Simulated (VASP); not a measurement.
# Te (P6_222) in VASP: notebook

The runs below take Te through relaxation of cell and atoms, single point, with PBE.

Everything below comes from runs of VASP 6.6.1. Logs are shortened: lines on timing, memory, paths and dates and some standing lists are left out, and cuts for length are marked.

## Step 1: The cell of the first run

Symmetry: P6_222, No. 180, hexagonal system. The conventional cell has a = 5.976 Å, b = 5.976 Å, c = 8.064 Å, α = 90.00°, β = 90.00°, γ = 120.00°. Within 2.6 Å of Te (site symmetry 2) lie 1 Te at 1.99 Å.

## Step 2: Relaxation of cell and atoms, PBE

File INCAR:

```
SYSTEM = Te
ALGO = Normal ; EDIFF = 1E-7
EDIFFG = -0.04 ; ENCUT = 600
GGA = PE ; IBRION = 2
ISIF = 3 ; ISMEAR = 0
LASPH = .TRUE. ; LCHARG = .FALSE.
LREAL = .FALSE. ; LWAVE = .FALSE.
NELM = 60 ; NSW = 90
PREC = Accurate ; SIGMA = 0.1
```

File KPOINTS:

```
k-points
0
G
  3 3 2
  0 0 0
```

File POSCAR:

```
Te
1.0
    5.9763514492      0.0000000000      0.0000000000
   -2.9881757246      5.1756721769      0.0000000000
    0.0000000000      0.0000000000      8.0642088767
Te
6
Direct
    0.0000000000      0.3333300000      0.6666666667
    0.0000000000      0.6666700000      0.6666666667
    0.3333300000      0.0000000000      0.0000000000
    0.3333300000      0.3333300000      0.3333333333
    0.6666700000      0.0000000000      0.0000000000
    0.6666700000      0.6666700000      0.3333333333
```

Potentials or basis: VASP PAW PBE potentials, release 64 (Te).

Launch:

```bash
$ cat potpaw_PBE.64/Te/POTCAR > POTCAR
$ mpirun -np 1 vasp_std > vasp.out
```

OUTCAR:

```text
SYSTEM = Te
   EDIFF = 1E-7
   EDIFFG = -0.04
   ENCUT = 600
   GGA = PE
   IBRION = 2
   ISIF = 3
   ISMEAR = 0
   LASPH = .TRUE.
   LREAL = .FALSE.
   NELM = 60
   NSW = 90
   PREC = Accurate

 ion  position               nearest neighbor table
   1  0.000  0.333  0.667-   2 1.99   5 3.35   4 3.35
   2  0.000  0.667  0.667-   1 1.99   3 3.35   6 3.35
   3  0.333  0.000  0.000-   5 1.99   4 3.35   2 3.35
   4  0.333  0.333  0.333-   6 1.99   3 3.35   1 3.35
   5  0.667  0.000  0.000-   3 1.99   1 3.35   6 3.35
   6  0.667  0.667  0.333-   4 1.99   5 3.35   2 3.35

  LATTYP: Found a hexagonal cell.
 ALAT       =     5.9763514492
 C/A-ratio  =     1.3493531873

  Lattice vectors:

 A1 = (   5.9763514492,   0.0000000000,   0.0000000000)
 A2 = (  -2.9881757246,   5.1756721769,   0.0000000000)
 A3 = (   0.0000000000,   0.0000000000,   8.0642088767)

Analysis of symmetry for initial positions (statically):
=====================================================================
 Subroutine PRICEL returns:
 Original cell was already a primitive cell.

 Routine SETGRP: Setting up the symmetry group for a
 hexagonal supercell.

 Subroutine GETGRP returns: Found 12 space group operations
 (whereof  4 operations were pure point group operations)
 out of a pool of 24 trial point group operations.

The static configuration has the point symmetry D_2 .
 The point group associated with its full space group is D_6 .

Analysis of symmetry for dynamics (positions and initial velocities):
=====================================================================
 Subroutine PRICEL returns:
 Original cell was already a primitive cell.

 Routine SETGRP: Setting up the symmetry group for a
 hexagonal supercell.

 Subroutine GETGRP returns: Found 12 space group operations
 (whereof  4 operations were pure point group operations)
 out of a pool of 24 trial point group operations.

The dynamic configuration has the point symmetry D_2 .
 The point group associated with its full space group is D_6 .

 Subroutine INISYM returns: Found 12 space group operations
 (whereof  4 operations are pure point group operations),
 and found     1 'primitive' translations

----------------------------------------------------------------------------------------

                                     Primitive cell

  volume of cell :     249.4392

  direct lattice vectors                    reciprocal lattice vectors
     5.976351449  0.000000000  0.000000000     0.167326170  0.096605809  0.000000000
    -2.988175725  5.175672177  0.000000000     0.000000000  0.193211619  0.000000000
     0.000000000  0.000000000  8.064208877     0.000000000  0.000000000  0.124004724

  length of vectors
[... 94 lines left out ...]
  Thomas-Fermi vector in A             =   1.975973
   LORBIT       =      0    0 simple, 1 ext, 2 COOP (PROOUT), +10 PAW based schemes
   GGA     = PE    functional components
   LHFCALC =     F    Hartree Fock is set to
   AEXX    =    0.0000 exact exchange contribution
   IVDW    =     0    specifies the selected vdW correction
   LEPSILON=     F    determine dielectric tensor
   LRPA    =     F    only Hartree local field effects (RPA)
 conjugate gradient relaxation of ions
 non-spin polarized calculation
 Gauss-broadening in eV      SIGMA  =   0.10
  energy-cutoff  :      600.00
  volume of cell :      249.44
 maximum number of plane-waves:      8358
 NGX is ok and might be reduce to    48
   NGX = 23   NGY = 23   NGZ = 33

--------------------------------------- Ionic step        1  -------------------------------------------

 number of electron      35.9999998 magnetization

 Free energy of the ion-electron system (eV)
  ---------------------------------------------------
  ext. energy  EPLUGINS =         0.00000000
  ---------------------------------------------------
  free energy    TOTEN  =         1.23281250 eV

  energy without entropy =        1.23332360  energy(sigma->0) =        1.23306805

------------------------ aborting loop because EDIFF is reached ----------------------------------------

  FORCE on cell =-STRESS in cart. coord.  units (eV):
  Direction    XX          YY          ZZ          XY          YZ          ZX
  --------------------------------------------------------------------------------------
  -------------------------------------------------------------------------------------
  Total       89.1523165     89.1523165     -0.1904169     -0.0000000      0.0000000     -0.0000000
  in kB      572.6358807    572.6358807     -1.2230705     -0.0000000      0.0000000     -0.0000000
  external PRESSURE =     381.3495636 kB  Pullay stress =       0.0000000 kB
[... 27 lines left out ...]
--------------------------------------- Ionic step        2  -------------------------------------------

 number of electron      36.0000035 magnetization

 E-fermi :  -1.0519     XC(G=0):  -3.3670

 val. band max:       -1.6296874230   @ k =   0.3333   0.0000   0.0000
 cond. band min:      -1.0451541579   @ k =   0.0000   0.0000   0.0000
 fundamental gap:      0.5845332651
 Fermi energy:        -1.0518520071

 k-point     1 :       0.0000    0.0000    0.0000
  band No.  band energies     occupation
      1     -19.3651      2.00000
      2     -17.2145      2.00000
      3     -17.2145      2.00000
      4     -11.0488      2.00000
      5     -11.0488      2.00000
      6      -9.1366      2.00000
[... 212 lines left out ...]
  FREE ENERGIE OF THE ION-ELECTRON SYSTEM (eV)
  ---------------------------------------------------
  free  energy   TOTEN  =       -15.7453311666 eV

  energy  without entropy=      -15.6935523210  energy(sigma->0) =      -15.71944174

[... ionic steps 4 to 31 ...]

--------------------------------------- Ionic step       32  -------------------------------------------

 number of electron      35.9999993 magnetization

------------------------ aborting loop because EDIFF is reached ----------------------------------------
[... 75 lines left out ...]
--------------------------------------- Ionic step       34  -------------------------------------------

 number of electron      35.9999999 magnetization

 Free energy of the ion-electron system (eV)
  ---------------------------------------------------
  ext. energy  EPLUGINS =         0.00000000
  ---------------------------------------------------
  free energy    TOTEN  =       -17.88628853 eV

  energy without entropy =      -17.88628853  energy(sigma->0) =      -17.88628853

 E-fermi :   2.9066     XC(G=0):  -7.4458

 val. band max:        2.4598359546   @ k =   0.3333   0.3333   0.0000
 cond. band min:       3.3452491055   @ k =   0.3333   0.3333   0.0000
 fundamental gap:      0.8854131509
 Fermi energy:         2.9066366965

 k-point     1 :       0.0000    0.0000    0.0000
  band No.  band energies     occupation
      1     -10.2020      2.00000
      2      -8.9651      2.00000
      3      -8.9651      2.00000
      4      -7.6644      2.00000
      5      -7.6644      2.00000
      6      -5.6810      2.00000
[... 172 lines left out ...]
  FREE ENERGIE OF THE ION-ELECTRON SYSTEM (eV)
  ---------------------------------------------------
  free  energy   TOTEN  =       -17.8862885268 eV

  energy  without entropy=      -17.8862885268  energy(sigma->0) =      -17.88628853

 reached required accuracy - stopping structural energy minimisation
```

Wall time 22 min (1 thread of AMD EPYC 9R45 (Zen 5), shared host); peak memory 0.36 GiB.

Results:

- Free energy: -17.8863 eV
- Relaxed volume: 46.80 Å³/atom
- Relaxed cell: a = 6.911 Å, b = 6.911 Å, c = 6.788 Å, α = 90.00°, β = 90.00°, γ = 120.00°
- Space group after relaxing (to 0.05 Å): P6_222 (No. 180)
- Energy gained by relaxing: 3186.5 meV/atom
- Ionic steps: 34
- Pressure after relaxing: 0.0 GPa
- Largest force after relaxing: 0.004 eV/Å
- Band gap on the k mesh: 0.89 eV, direct

Forces on the atoms (eV/Å):
```
Te  -0.002  0.003  0.000
Te   0.002 -0.003  0.000
Te   0.004  0.000  0.000
Te   0.002  0.003  0.000
Te  -0.004  0.000  0.000
Te  -0.002 -0.003  0.000
```

Step by step:
| step | energy change (eV) | largest force (eV/Å) | pressure (GPa) | volume (Å³) |
| --- | --- | --- | --- | --- |
| 1 | 0.0000 | 29.5207 | 38.13 | 249.44 |
| 2 | 10.1304 | 36.6995 | 18.55 | 734.09 |
| 3 | -16.9781 | 0.7504 | 0.68 | 406.86 |
| 4 | -17.0040 | 0.6749 | 0.54 | 403.34 |
| 5 | -17.2479 | 0.0965 | -1.26 | 348.17 |
| 6 | -17.6375 | 0.0707 | -2.41 | 296.76 |
| 7 | -18.0826 | 0.4592 | -2.24 | 272.59 |
| 8 | -18.3583 | 0.6086 | -1.71 | 260.88 |
| 9 | -18.4940 | 0.6433 | -1.24 | 255.13 |
| 10 | -18.5578 | 0.6478 | -0.96 | 252.28 |
| 11 | -18.5881 | 0.6421 | -0.80 | 250.86 |
| 12 | -18.6026 | 0.6362 | -0.71 | 250.15 |
| 13 | -18.6097 | 0.6322 | -0.67 | 249.79 |
| 14 | -18.6132 | 0.6301 | -0.64 | 249.62 |
| 15 | -18.6149 | 0.6289 | -0.63 | 249.53 |
| 16 | -18.6158 | 0.6283 | -0.63 | 249.48 |
| 17 | -18.6162 | 0.6280 | -0.63 | 249.46 |
| 18 | -18.6164 | 0.6278 | -0.63 | 249.45 |
| 19 | -18.6165 | 0.6277 | -0.63 | 249.44 |
| 20 | -18.7071 | 0.4903 | 0.14 | 244.78 |
| 21 | -18.7421 | 0.2163 | 1.18 | 240.04 |
| 22 | -18.8001 | 0.0407 | 0.84 | 245.24 |
| 23 | -18.8235 | 0.2462 | 0.65 | 252.73 |
| 24 | -18.8780 | 0.1340 | -0.66 | 263.86 |
| 25 | -18.8782 | 0.1522 | -0.72 | 264.46 |
| 26 | -18.9372 | 0.1839 | -0.40 | 263.37 |
| 27 | -18.9941 | 0.2211 | 0.25 | 261.10 |
| 28 | -18.9423 | 0.2507 | 1.96 | 254.46 |
| 29 | -19.0053 | 0.2257 | 0.85 | 258.95 |
| 30 | -19.0384 | 0.2480 | 0.59 | 263.11 |
| 31 | -19.0881 | 0.2979 | -0.11 | 274.90 |
| 32 | -19.1121 | 0.0956 | 0.18 | 276.02 |
| 33 | -19.1150 | 0.0124 | 0.33 | 276.54 |
| 34 | -19.1191 | 0.0039 | 0.00 | 280.78 |

Final structure:
```yaml
crystal:
  lattice:
    - [6.91124, 0.00000, 0.00000]
    - [-3.45562, 5.98531, 0.00000]
    - [0.00000, 0.00000, 6.78761]
  atoms:
    - { symbol: Te, position: [0.00000, 0.30466, 0.66667] }
    - { symbol: Te, position: [0.00000, 0.69534, 0.66667] }
    - { symbol: Te, position: [0.30466, 0.00000, 0.00000] }
    - { symbol: Te, position: [0.30466, 0.30466, 0.33333] }
    - { symbol: Te, position: [0.69534, 0.00000, 0.00000] }
    - { symbol: Te, position: [0.69534, 0.69534, 0.33333] }
```

Caveat: spin-orbit coupling is left out, which moves the levels of the heavy elements.

(Continued in part 2 of 2.)
